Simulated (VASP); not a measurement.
# Ti (P6_3/mmc) in VASP: further runs

Runs on Ti. Level: PBE. Tasks: single point.

Program: VASP 6.6.1. These are calculated values, not measurements. Logs are shortened: lines on timing, memory, paths and dates and some standing lists are left out, and cuts for length are marked.

## (1) The cell of the first run

Symmetry: P6_3/mmc, No. 194, hexagonal system. The conventional cell has a = 2.821 Å, b = 2.821 Å, c = 4.279 Å, α = 90.00°, β = 90.00°, γ = 120.00°. Ti (site symmetry -6m2) has 12 Ti at 2.69 to 2.82 Å within 3.5 Å.

## (2) Single point, PBE (strain -0.040 along x and y, -0.080 along z)

The input, INCAR:

```
SYSTEM = Ti
PREC     = Accurate       ! precision mode
ENCUT    = 520            ! plane-wave cutoff, eV
EDIFF    = 1E-7           ! SCF threshold, eV
ISMEAR   = 0              ! smearing method
SIGMA    = 0.15           ! smearing width, eV
LREAL    = .FALSE.        ! projectors in reciprocal space
LASPH    = .TRUE.         ! aspherical terms in the spheres
NELM     = 80             ! most SCF steps
ALGO     = Fast           ! electronic algorithm
ISIF     = 2              ! what is computed and relaxed
LWAVE    = .FALSE.        ! write WAVECAR
LCHARG   = .FALSE.        ! write CHGCAR
GGA      = PE             ! functional
NBANDS   = 19             ! bands
```

The input, KPOINTS:

```
regular mesh
0
G
  24 24 14
  0 0 0
```

The input, POSCAR:

```
Ti
1.0
    2.8209197388      0.0000000000      0.0000000000
   -1.4104598694      2.4429881559      0.0000000000
    0.0000000000      0.0000000000      4.2785832934
Ti
2
Direct
    0.3333333333      0.6666666667      0.2500000000
    0.6666666667      0.3333333333      0.7500000000
```

Potentials or basis: VASP PAW PBE potentials, release 64 (Ti_sv).

Launch:

```sh
> cat potpaw_PBE.64/Ti_sv/POTCAR > POTCAR
> mpirun -np 1 vasp_std > vasp.out
```

OUTCAR:

```text
SYSTEM = Ti
   PREC = Accurate
   ENCUT = 520
   EDIFF = 1E-7
   ISMEAR = 0
   LREAL = .FALSE.
   LASPH = .TRUE.
   NELM = 80
   ISIF = 2
   GGA = PE

 ion  position               nearest neighbor table
   1  0.333  0.667  0.250-   2 2.69   2 2.69   2 2.69   2 2.69   2 2.69   2 2.69
   2  0.667  0.333  0.750-   1 2.69   1 2.69   1 2.69   1 2.69   1 2.69   1 2.69

  LATTYP: Found a hexagonal cell.
 ALAT       =     2.8209197388
 C/A-ratio  =     1.5167334379

  Lattice vectors:

 A1 = (   2.8209197388,   0.0000000000,   0.0000000000)
 A2 = (  -1.4104598694,   2.4429881559,   0.0000000000)
 A3 = (   0.0000000000,   0.0000000000,   4.2785832934)

Analysis of symmetry for initial positions (statically):
=====================================================================
 Subroutine PRICEL returns:
 Original cell was already a primitive cell.

 Routine SETGRP: Setting up the symmetry group for a
 hexagonal supercell.

 Subroutine GETGRP returns: Found 24 space group operations
 (whereof 12 operations were pure point group operations)
 out of a pool of 24 trial point group operations.

The static configuration has the point symmetry D_3d.
 The point group associated with its full space group is D_6h.

Analysis of symmetry for dynamics (positions and initial velocities):
=====================================================================
 Subroutine PRICEL returns:
 Original cell was already a primitive cell.

 Routine SETGRP: Setting up the symmetry group for a
 hexagonal supercell.

 Subroutine GETGRP returns: Found 24 space group operations
 (whereof 12 operations were pure point group operations)
 out of a pool of 24 trial point group operations.

The dynamic configuration has the point symmetry D_3d.
 The point group associated with its full space group is D_6h.

 Subroutine INISYM returns: Found 24 space group operations
 (whereof 12 operations are pure point group operations),
 and found     1 'primitive' translations

----------------------------------------------------------------------------------------

                                     Primitive cell

  volume of cell :      29.4857

  direct lattice vectors                    reciprocal lattice vectors
     2.820919739  0.000000000  0.000000000     0.354494311  0.204667386  0.000000000
    -1.410459869  2.442988156  0.000000000     0.000000000  0.409334772  0.000000000
     0.000000000  0.000000000  4.278583293     0.000000000  0.000000000  0.233722223

  length of vectors
     2.820919739  2.820919739  4.278583293     0.409334772  0.409334772  0.233722223

  position of ions in fractional coordinates (direct lattice)
     0.333333333  0.666666667  0.250000000
     0.666666667  0.333333333  0.750000000

  ion indices of the primitive-cell ions
   primitive index   ion index
                 1           1
                 2           2

----------------------------------------------------------------------------------------

 KPOINTS: regular mesh

Automatic generation of k-mesh.
 Grid dimensions read from file:
 generate k-points for:   24   24   14

 Generating k-lattice:

  Cartesian coordinates                     Fractional coordinates (reciprocal lattice)
     0.014770596  0.008527808  0.000000000     0.041666667 -0.000000000  0.000000000
     0.000000000  0.017055616  0.000000000     0.000000000  0.041666667  0.000000000
     0.000000000  0.000000000  0.016694445     0.000000000  0.000000000  0.071428571

  Length of vectors
     0.017055616  0.017055616  0.016694445

  Shift w.r.t. Gamma in fractional coordinates (k-lattice)
     0.000000000  0.000000000  0.000000000

 Subroutine IBZKPT returns following result:
 ===========================================

 Found    488 irreducible k-points:

 Following reciprocal coordinates:
            Coordinates               Weight
  0.000000  0.000000  0.000000      1.000000
  0.041667  0.000000  0.000000      6.000000
  0.083333  0.000000  0.000000      6.000000
  0.125000  0.000000  0.000000      6.000000
  0.166667 -0.000000  0.000000      6.000000
  0.208333 -0.000000  0.000000      6.000000
[... 16 lines left out ...]
  0.416667  0.041667  0.000000     12.000000
  0.458333  0.041667  0.000000     12.000000
 [... further k-points ...]
   k-points           NKPTS =    488   k-points in BZ     NKDIM =    488   number of bands    NBANDS=     19
   number of dos      NEDOS =    301   number of ions     NIONS =      2
   total plane-waves  NPLWV =  18432
   dimension x,y,z NGX =    24 NGY =   24 NGZ =   32
   dimension x,y,z NGXF=    48 NGYF=   48 NGZF=   64
   ions per type =               2
   NGX,Y,Z   is equivalent  to a cutoff of  14.14, 14.14, 12.43 a.u.
   NGXF,Y,Z  is equivalent  to a cutoff of  28.29, 28.29, 24.87 a.u.
 SYSTEM =  Ti
   PREC   = accura    normal or accurate (medium, high low for compatibility)
   ISTART =      0    job   : 0-new  1-cont  2-samecut
   ICHARG =      2    charge: 1-file 2-atom 10-const
   ISPIN  =      1    spin polarized calculation?
   LNONCOLLINEAR =      F non collinear calculations
   LSORBIT =      F    spin-orbit coupling
   LASPH  =      T    aspherical Exc in radial PAW
   ENCUT  =  520.0 eV  38.22 Ry    6.18 a.u.   5.25  5.25  7.96*2*pi/ulx,y,z
   NELM   =     80;   NELMIN=  2; NELMDL= -5     # of ELM steps
   EDIFF  = 0.1E-06   stopping-criterion for ELM
   LREAL  =      F    real-space projection
   EDIFFG = 0.1E-05   stopping-criterion for IOM
   NSW    =      0    number of steps for IOM
   IBRION =     -1    ionic relax: 0-MD 1-quasi-New 2-CG
   NFREE  =      0    steps in history (QN), initial steepest desc. (CG)
   ISIF   =      2    stress and relaxation
   ISYM   =      2    0-nonsym 1-usesym 2-fastsym
   POTIM  = 0.5000    time-step for ionic-motion
   TEBEG  =    0.0;   TEEND  =   0.0 temperature during run
   PSTRESS=    0.0 pullay stress
   NELECT =      24.0000    total number of electrons
   NUPDOWN=      -1.0000    fix difference up-down
   EMIN   =  10.00;   EMAX   =-10.00  energy-range for DOS
   EFERMI =   0.00;   METHOD = LEGACY
   ISMEAR =     0;   SIGMA  =   0.15  broadening in eV -4-tet -1-fermi 0-gaus
   EFERMI_NEDOS =   21; number of points for ismear=-14 and -15
   IALGO  =     68    algorithm
   IMIX   =      4    mixing-type and parameters
     AMIX     =   0.40;   BMIX     =  1.00
     AMIX_MAG =   1.60;   BMIX_MAG =  1.00
  volume/ion in A,a.u.               =      14.74        99.49
  Fermi-wavevector in a.u.,A,eV,Ry     =   1.528532  2.888507 31.788791  2.336410
  Thomas-Fermi vector in A             =   2.636278
   LORBIT       =      0    0 simple, 1 ext, 2 COOP (PROOUT), +10 PAW based schemes
   GGA     = PE    functional components
   LHFCALC =     F    Hartree Fock is set to
   AEXX    =    0.0000 exact exchange contribution
   IVDW    =     0    specifies the selected vdW correction
   LEPSILON=     F    determine dielectric tensor
   LRPA    =     F    only Hartree local field effects (RPA)
 non-spin polarized calculation
 RMM-DIIS sequential band-by-band and
 Gauss-broadening in eV      SIGMA  =   0.15
  energy-cutoff  :      520.00
  volume of cell :       29.49
 maximum number of plane-waves:       808
 NGX is ok and might be reduce to    24
   NGX = 11   NGY = 11   NGZ = 15

 number of electron      23.9999998 magnetization

 Free energy of the ion-electron system (eV)
  ---------------------------------------------------
  ext. energy  EPLUGINS =         0.00000000
  ---------------------------------------------------
  free energy    TOTEN  =       -15.31486407 eV

  energy without entropy =      -15.29454240  energy(sigma->0) =      -15.30470323

 E-fermi :  10.2035     XC(G=0): -12.2915

 val. band max:       10.1985384857   @ k =   0.3750   0.2083   0.2857
 cond. band min:      10.2124501810   @ k =   0.0833   0.0833   0.2857
 fundamental gap:      0.0139116953
 Fermi energy:        10.2034857994

 k-point     1 :       0.0000    0.0000    0.0000
  band No.  band energies     occupation
      1     -46.4536      2.00000
      2     -46.1520      2.00000
      3     -23.3054      2.00000
      4     -22.2599      2.00000
      5     -22.2599      2.00000
      6     -22.0591      2.00000
[... 11 lines left out ...]
     18      12.0124      0.00000
     19      13.9841      0.00000

 k-point     2 :       0.0417    0.0000    0.0000
  band No.  band energies     occupation
      1     -46.4505      2.00000
      2     -46.1511      2.00000
      3     -23.2989      2.00000
      4     -22.2717      2.00000
      5     -22.2642      2.00000
      6     -22.0718      2.00000
[... 11 lines left out ...]
     18      11.8862      0.00000
     19      14.0071      0.00000

 k-point     3 :       0.0833    0.0000    0.0000
  band No.  band energies     occupation
      1     -46.4413      2.00000
      2     -46.1487      2.00000
      3     -23.2798      2.00000
      4     -22.3067      2.00000
      5     -22.2769      2.00000
      6     -22.1085      2.00000
[... 11 lines left out ...]
     18      11.8298      0.00000
     19      14.0698      0.00000

 k-point     4 :       0.1250    0.0000    0.0000
  band No.  band energies     occupation
      1     -46.4266      2.00000
      2     -46.1451      2.00000
      3     -23.2486      2.00000
      4     -22.3626      2.00000
      5     -22.2967      2.00000
      6     -22.1660      2.00000
[... 11 lines left out ...]
     18      12.0037      0.00000
     19      14.1574      0.00000

 k-point     5 :       0.1667   -0.0000    0.0000
  band No.  band energies     occupation
      1     -46.4070      2.00000
      2     -46.1407      2.00000
      3     -23.2064      2.00000
      4     -22.4358      2.00000
      5     -22.3218      2.00000
      6     -22.2394      2.00000
[... 11 lines left out ...]
     18      12.2375      0.00000
     19      14.2548      0.00000

 k-point     6 :       0.2083   -0.0000    0.0000
  band No.  band energies     occupation
      1     -46.3834      2.00000
      2     -46.1361      2.00000
      3     -23.1547      2.00000
      4     -22.5216      2.00000
      5     -22.3501      2.00000
      6     -22.3228      2.00000
[... 11 lines left out ...]
     18      12.5216      0.00000
     19      14.3504      0.00000

 k-point     7 :       0.2500    0.0000    0.0000
  band No.  band energies     occupation
      1     -46.3572      2.00000
      2     -46.1322      2.00000
      3     -23.0952      2.00000
      4     -22.6144      2.00000
      5     -22.4100      2.00000
      6     -22.3797      2.00000
[... 11 lines left out ...]
     18      12.8429      0.00000
     19      14.4370      0.00000

 k-point     8 :       0.2917    0.0000    0.0000
  band No.  band energies     occupation
      1     -46.3297      2.00000
      2     -46.1294      2.00000
      3     -23.0304      2.00000
      4     -22.7075      2.00000
      5     -22.4949      2.00000
      6     -22.4086      2.00000
[... 256 lines left out ...]
 k-point    20 :       0.2917    0.0417    0.0000
  band No.  band energies     occupation
      1     -46.3143      2.00000
      2     -46.1286      2.00000
      3     -22.9930      2.00000
      4     -22.7504      2.00000
      5     -22.5450      2.00000
      6     -22.4188      2.00000
[... 11 lines left out ...]
     18      13.5226      0.00000
     19      14.5338      0.00000

 k-point    21 :       0.3333    0.0417    0.0000
  band No.  band energies     occupation
      1     -46.2878      2.00000
      2     -46.1288      2.00000
      3     -22.9260      2.00000
      4     -22.8314      2.00000
      5     -22.6109      2.00000
      6     -22.4478      2.00000
[... 11 lines left out ...]
     18      13.9361      0.00000
     19      14.5847      0.00000

 k-point    22 :       0.3750    0.0417    0.0000
  band No.  band energies     occupation
      1     -46.2641      2.00000
      2     -46.1309      2.00000
      3     -22.8976      2.00000
      4     -22.8629      2.00000
      5     -22.6650      2.00000
      6     -22.4702      2.00000
[... 11 lines left out ...]
     18      14.3966      0.00000
     19      14.6219      0.00000

 k-point    23 :       0.4167    0.0417    0.0000
  band No.  band energies     occupation
      1     -46.2455      2.00000
      2     -46.1341      2.00000
      3     -22.9443      2.00000
      4     -22.8106      2.00000
      5     -22.7030      2.00000
      6     -22.4856      2.00000
[... 11 lines left out ...]
     18      14.6461      0.00000
     19      14.9186      0.00000

 k-point    24 :       0.4583    0.0417    0.0000
  band No.  band energies     occupation
      1     -46.2349      2.00000
      2     -46.1368      2.00000
      3     -22.9685      2.00000
      4     -22.7795      2.00000
      5     -22.7226      2.00000
      6     -22.4934      2.00000
[... 11 lines left out ...]
     18      14.6639      0.00000
     19      15.4223      0.00000

 [... further k-points ...]

------------------------ aborting loop because EDIFF is reached ----------------------------------------

  FORCE on cell =-STRESS in cart. coord.  units (eV):
  Direction    XX          YY          ZZ          XY          YZ          ZX
  --------------------------------------------------------------------------------------
  -------------------------------------------------------------------------------------
  Total        4.0359783      4.0359783      5.2845110      0.0000000      0.0000000      0.0000000
  in kB      219.3043875    219.3043876    287.1463516      0.0000000      0.0000000      0.0000000
  external PRESSURE =     241.9183755 kB  Pullay stress =       0.0000000 kB

 VOLUME and BASIS-vectors are now :
 -----------------------------------------------------------------------------
  energy-cutoff  :      520.00
  volume of cell :       29.49
      direct lattice vectors                 reciprocal lattice vectors
     2.820919739  0.000000000  0.000000000     0.354494311  0.204667386  0.000000000
    -1.410459869  2.442988156  0.000000000     0.000000000  0.409334772  0.000000000
     0.000000000  0.000000000  4.278583293     0.000000000  0.000000000  0.233722223

 POSITION                                       TOTAL-FORCE (eV/Angst)
 -----------------------------------------------------------------------------------
     -0.00000      1.62866      1.06965        -0.000000     -0.000000      0.000000
      1.41046      0.81433      3.20894         0.000000      0.000000      0.000000
 -----------------------------------------------------------------------------------
    total drift:                               -0.000000      0.000000     -0.000000

  FREE ENERGIE OF THE ION-ELECTRON SYSTEM (eV)
  ---------------------------------------------------
  free  energy   TOTEN  =       -15.3148640655 eV

  energy  without entropy=      -15.2945423974  energy(sigma->0) =      -15.30470323
```

Run time: 11 min. Hardware: 1 thread of Intel Xeon Platinum 8375C at 2.90GHz (Ice Lake), shared host; peak memory 0.33 GiB.

What came out:

```
Free energy            : -15.3149 eV
Pressure               : 24.2 GPa
Band gap on the k mesh : zero (bands 12 and 13 overlap by 1.25 eV)
```

Caveat: the cell differs from its parent crystal (strain -0.040 along x and y, -0.080 along z); the cell stands under pressure.

(Continued in part 2 of 2.)
